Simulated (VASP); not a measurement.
# PbF (R-3m) in VASP: a series of runs, part 2 of 2

VASP 6.6.1. The steps go on from the part before.

### 4 Relaxation of cell and atoms, PBE

This run uses another cell than the first one, of 24.89 Å³/atom, 1.202 times its volume.

INCAR

```
SYSTEM = PbF
PREC     = Accurate       ! precision mode
ENCUT    = 600            ! plane-wave cutoff, eV
EDIFF    = 1E-6           ! SCF threshold, eV
ISMEAR   = 0              ! smearing method
SIGMA    = 0.1            ! smearing width, eV
LREAL    = .FALSE.        ! projectors in reciprocal space
LASPH    = .TRUE.         ! aspherical terms in the spheres
NELM     = 60             ! most SCF steps
ALGO     = Normal         ! electronic algorithm
ISIF     = 3              ! what is computed and relaxed
LWAVE    = .FALSE.        ! write WAVECAR
LCHARG   = .FALSE.        ! write CHGCAR
GGA      = PE             ! functional
IBRION   = 2              ! ionic algorithm
NSW      = 90             ! ionic steps
EDIFFG   = -0.04          ! ionic threshold
```

KPOINTS

```
Automatic mesh
0
G
  6 6 6
  0 0 0
```

POSCAR

```
PbF
1.0
    2.4098803600      1.3913450700      2.4740434600
   -2.4098803600      1.3913450700      2.4740434600
    0.0000000000     -2.7826901500      2.4740434600
Pb F
1 1
Direct
    0.0000000000      0.0000000000      0.0000000000
    0.5000000000      0.5000000000      0.5000000000
```

Potentials or basis: VASP PAW PBE potentials, release 64 (Pb_d, F).

On the command line:

```sh
$ cat potpaw_PBE.64/Pb_d/POTCAR potpaw_PBE.64/F/POTCAR > POTCAR
$ mpirun -np 1 vasp_std > vasp.out
```

OUTCAR:

```text
SYSTEM = PbF
   PREC = Accurate
   ENCUT = 600
   EDIFF = 1E-6
   ISMEAR = 0
   LREAL = .FALSE.
   LASPH = .TRUE.
   NELM = 60
   ISIF = 3
   GGA = PE
   IBRION = 2
   NSW = 90
   EDIFFG = -0.04

 ion  position               nearest neighbor table
   1  0.000  0.000  0.000-
   2  0.500  0.500  0.500-

  LATTYP: Found a trigonal (rhomboedric) cell.
 ALAT       =     3.7234735792
 COS(alpha) =     0.1622307665

  Lattice vectors:

 A1 = (   2.4098803600,   1.3913450700,   2.4740434600)
 A2 = (  -2.4098803600,   1.3913450700,   2.4740434600)
 A3 = (   0.0000000000,  -2.7826901500,   2.4740434600)

Analysis of symmetry for initial positions (statically):
=====================================================================
 Subroutine PRICEL returns:
 Original cell was already a primitive cell.

 Routine SETGRP: Setting up the symmetry group for a
 trigonal (rhombohedral) supercell.

 Subroutine GETGRP returns: Found 12 space group operations
 (whereof 12 operations were pure point group operations)
 out of a pool of 12 trial point group operations.

The static configuration has the point symmetry D_3d.

Analysis of symmetry for dynamics (positions and initial velocities):
=====================================================================
 Subroutine PRICEL returns:
[... 131 lines left out ...]
  Fermi-wavevector in a.u.,A,eV,Ry     =   1.227868  2.320334 20.512952  1.507659
  Thomas-Fermi vector in A             =   2.362815
   LORBIT       =      0    0 simple, 1 ext, 2 COOP (PROOUT), +10 PAW based schemes
   GGA     = PE    functional components
   LHFCALC =     F    Hartree Fock is set to
   AEXX    =    0.0000 exact exchange contribution
   IVDW    =     0    specifies the selected vdW correction
   LEPSILON=     F    determine dielectric tensor
   LRPA    =     F    only Hartree local field effects (RPA)
 conjugate gradient relaxation of ions
 non-spin polarized calculation
 Gauss-broadening in eV      SIGMA  =   0.10
  energy-cutoff  :      600.00
  volume of cell :       49.77
 maximum number of plane-waves:      1725
 NGX is ok and might be reduce to    30
   NGX = 15   NGY = 15   NGZ = 15

--------------------------------------- Ionic step        1  -------------------------------------------

 number of electron      20.9999987 magnetization

 Free energy of the ion-electron system (eV)
  ---------------------------------------------------
  ext. energy  EPLUGINS =         0.00000000
  ---------------------------------------------------
  free energy    TOTEN  =        -7.71268632 eV

  energy without entropy =       -7.70540846  energy(sigma->0) =       -7.70904739

 E-fermi :   3.8866     XC(G=0):  -9.0092

 val. band max:        3.8707283234   @ k =   0.3333   0.1667   0.0000
 cond. band min:       3.9365552658   @ k =  -0.3333   0.3333   0.3333
 fundamental gap:      0.0658269424
 Fermi energy:         3.8865657643
[... 1112 lines left out ...]
--------------------------------------- Ionic step        9  -------------------------------------------

 number of electron      20.9999991 magnetization

 Free energy of the ion-electron system (eV)
  ---------------------------------------------------
  ext. energy  EPLUGINS =         0.00000000
  ---------------------------------------------------
  free energy    TOTEN  =        -8.09078809 eV

  energy without entropy =       -8.08501126  energy(sigma->0) =       -8.08789967

 E-fermi :   6.0070     XC(G=0):  -9.9020

 val. band max:        5.9512885101   @ k =   0.5000   0.3333  -0.0000
 cond. band min:       6.0367328875   @ k =  -0.3333   0.3333   0.1667
 fundamental gap:      0.0854443773
 Fermi energy:         6.0069779219
[... 437 lines left out ...]
  FREE ENERGIE OF THE ION-ELECTRON SYSTEM (eV)
  ---------------------------------------------------
  free  energy   TOTEN  =        -8.0907880853 eV

  energy  without entropy=       -8.0850112571  energy(sigma->0) =       -8.08789967

 reached required accuracy - stopping structural energy minimisation
```

OSZICAR:

```text
N       E                     dE             d eps       ncg     rms          rms(c)
DAV:   1     0.202839330105E+03    0.20284E+03   -0.11430E+04   908   0.175E+03
DAV:   2     0.851979741666E+01   -0.19432E+03   -0.18917E+03  1004   0.427E+02
DAV:   3    -0.886630165819E+01   -0.17386E+02   -0.17212E+02  1092   0.134E+02
DAV:   4    -0.927764417579E+01   -0.41134E+00   -0.41095E+00  1066   0.238E+01
[... 83 lines left out ...]
DAV:   3    -0.809214720051E+01    0.96775E-02   -0.37899E-02  1126   0.281E+00    0.236E-01
DAV:   4    -0.809078633560E+01    0.13609E-02   -0.78158E-03  1078   0.142E+00    0.734E-02
DAV:   5    -0.809080755857E+01   -0.21223E-04   -0.79783E-04   980   0.324E-01    0.347E-02
DAV:   6    -0.809078749122E+01    0.20067E-04   -0.17371E-04  1142   0.143E-01    0.639E-03
DAV:   7    -0.809078808531E+01   -0.59409E-06   -0.80519E-06   944   0.288E-02
   9 F= -.80907881E+01 E0= -.80878997E+01  d E =-.246108E-02
```

CONTCAR:

```text
PbF
   1.00000000000000
     2.1155212539385451    1.2213967615017627    2.6596089312564115
    -2.1155212539385451    1.2213967615017627    2.6596089312564115
     0.0000000000000000   -2.4427935324455574    2.6596089315639024
  Pb              F
     1     1
Direct
     0.0000000000000000    0.0000000000000000    0.0000000000000000
     0.5000000000000000    0.5000000000000000    0.5000000000000000

  0.00000000E+00  0.00000000E+00  0.00000000E+00
  0.00000000E+00  0.00000000E+00  0.00000000E+00
```

It took 1.7 min on 1 thread of Intel Xeon Platinum 8488C (Sapphire Rapids), shared host; peak memory 0.19 GiB.

Results:

```yaml
Free_energy: -8.0908 eV
Relaxed_volume: 20.62 Å³/atom
Relaxed_cell: a = 3.611 Å, b = 3.611 Å, c = 3.611 Å, α = 71.72°, β = 71.72°, γ = 71.72°
Space_group_after_relaxing_to_0.05_Å: R-3m (No. 166)
Energy_gained_by_relaxing: 189.1 meV/atom
Ionic_steps: 9
Pressure_after_relaxing: 0.0 GPa
```

Step by step:
```
step  energy change (eV)  largest force (eV/Å)  pressure (GPa)  volume (Å³)
   1              0.0000                0.0000           -7.05        49.77
   2             -0.2943                0.0000           -2.56        42.27
   3             -0.3255                0.0000            0.40        39.86
   4             -0.3259                0.0000            0.85        39.58
   5             -0.3456                0.0000            0.79        39.81
   6             -0.3747                0.0000            0.95        40.35
   7             -0.3756                0.0000            1.06        40.45
   8             -0.3760                0.0000           -0.92        41.98
   9             -0.3781                0.0000            0.01        41.23
```

Final structure:
```
Pb F
1.0
     2.11552    1.22140    2.65961
    -2.11552    1.22140    2.65961
     0.00000   -2.44279    2.65961
Pb F
1 1
Direct
  0.00000 0.00000 0.00000
  0.50000 0.50000 0.50000
```

Caveat: the volume moved by over 15 % at a fixed basis, so the end points are rough; spin-orbit coupling is left out, which moves the levels of the heavy elements; an odd number of electrons without spin polarisation forces a metal; a magnetic or distorted state may lie lower.

### 5 Single point, PBE

This run uses another cell than the first one, of 20.65 Å³/atom, 0.998 times its volume.

INCAR

```
PREC = Accurate ; ENCUT = 520
EDIFF = 1E-7 ; ISMEAR = 0
SIGMA = 0.1 ; LREAL = False
LASPH = True ; NELM = 60
ALGO = Normal ; ISIF = 2
LWAVE = False ; LCHARG = True
GGA = PE ; LELF = True
LVHAR = True ; NBANDS = 18
```

KPOINTS

```
regular mesh
0
Gamma
  18 18 18
```

POSCAR

```
PbF
1.0
    2.1241685131      1.2263892629      2.6427418755
   -2.1241685131      1.2263892629      2.6427418755
    0.0000000000     -2.4527785257      2.6427418755
Pb F
1 1
Direct
    0.0000000000      0.0000000000      0.0000000000
    0.5000000000      0.5000000000      0.5000000000
```

Potentials or basis: VASP PAW PBE potentials, release 64 (Pb_d, F).

On the command line:

```sh
$ cat potpaw_PBE.64/Pb_d/POTCAR potpaw_PBE.64/F/POTCAR > POTCAR
$ mpirun -np 1 vasp_std > vasp.out
```

OUTCAR:

```text
PREC = Accurate
   ENCUT = 520
   EDIFF = 1E-7
   ISMEAR = 0
   LREAL = False
   LASPH = True
   NELM = 60
   ISIF = 2
   GGA = PE

 ion  position               nearest neighbor table
   1  0.000  0.000  0.000-   2 2.79   2 2.79   2 2.79   2 2.79   2 2.79   2 2.79
   2  0.500  0.500  0.500-   1 2.79   1 2.79   1 2.79   1 2.79   1 2.79   1 2.79

  LATTYP: Found a trigonal (rhomboedric) cell.
 ALAT       =     3.6055799973
 COS(alpha) =     0.3058430790

  Lattice vectors:

 A1 = (   2.1241685131,   1.2263892629,   2.6427418755)
[... 191 lines left out ...]
      6     -11.5398      2.00000
[... 481 lines left out ...]
      5     -11.5689      2.00000
      6     -11.5372      2.00000
[... 10 lines left out ...]
     17      18.8693      0.00000
     18      19.6140      0.00000

 [... further k-points ...]
[... 5 lines left out ...]
  --------------------------------------------------------------------------------------
  -------------------------------------------------------------------------------------
  Total       -0.0455200     -0.0455200     -0.0460755      0.0000000     -0.0000000      0.0000000
  in kB       -1.7655872     -1.7655872     -1.7871366      0.0000000     -0.0000000      0.0000000
  external PRESSURE =      -1.7727703 kB  Pullay stress =       0.0000000 kB

 VOLUME and BASIS-vectors are now :
 -----------------------------------------------------------------------------
  energy-cutoff  :      520.00
  volume of cell :       41.31
      direct lattice vectors                 reciprocal lattice vectors
     2.124168513  1.226389263  2.642741876     0.235386221  0.135900298  0.126131627
    -2.124168513  1.226389263  2.642741876    -0.235386221  0.135900298  0.126131627
     0.000000000 -2.452778526  2.642741876     0.000000000 -0.271800597  0.126131627

 POSITION                                       TOTAL-FORCE (eV/Angst)
 -----------------------------------------------------------------------------------
      0.00000      0.00000      0.00000         0.000000     -0.000000     -0.000000
      0.00000      0.00000      3.96411        -0.000000      0.000000      0.000000
 -----------------------------------------------------------------------------------
    total drift:                               -0.000000     -0.000000      0.000000

  FREE ENERGIE OF THE ION-ELECTRON SYSTEM (eV)
  ---------------------------------------------------
  free  energy   TOTEN  =        -8.0891625122 eV

  energy  without entropy=       -8.0833293320  energy(sigma->0) =       -8.08624592
```

stdout:

```text
POSCAR found type information on POSCAR PbF
 POSCAR found :  2 types and       2 ions
 scaLAPACK will be used
 LDA part: xc-table for (Slater+PW92), standard interpolation
 POSCAR, INCAR and KPOINTS ok, starting setup
 FFT: planning ... GRIDC
 FFT: planning ... GRID_SOFT
 FFT: planning ... GRID
 WAVECAR not read
 entering main loop
```

Wall time 5.6 min (1 thread of Intel Xeon Platinum 8488C (Sapphire Rapids), shared host); peak memory 0.48 GiB.

Results:

| Property | Result |
| --- | --- |
| Free energy | -8.0892 eV |
| Pressure | -0.2 GPa |

Caveat: spin-orbit coupling is left out, which moves the levels of the heavy elements; an odd number of electrons without spin polarisation forces a metal; a magnetic or distorted state may lie lower.

### 6 Overview

```csv
task,cell,k mesh,cutoff (eV),gap on the mesh (eV),pressure (GPa)
single point,"a = 3.608 Å, angles 72.2°, 2 atoms",6 × 6 × 6,520,none,-0.4
single point,"a = 3.723 Å, angles 80.7°, 2 atoms",6 × 6 × 6,520,none,-7.0
relaxation of cell and atoms,"relaxed from a = 3.723 Å, angles 80.7°, 2 atoms",6 × 6 × 6,600,none,0.0
single point,"a = 3.606 Å, angles 72.2°, 2 atoms",18 × 18 × 18,520,none,-0.2
```

Alike in all rows: level PBE; potentials or basis VASP PAW PBE potentials, release 64 (Pb_d, F); no spin polarisation; smearing gaussian 0.1 eV.

Caveats: spin-orbit coupling is left out, which moves the levels of the heavy elements; an odd number of electrons without spin polarisation forces a metal; a magnetic or distorted state may lie lower; the volume moved by over 15 % at a fixed basis, so the end points are rough (some runs).

Absolute energies hang on the potentials; compare differences alone.
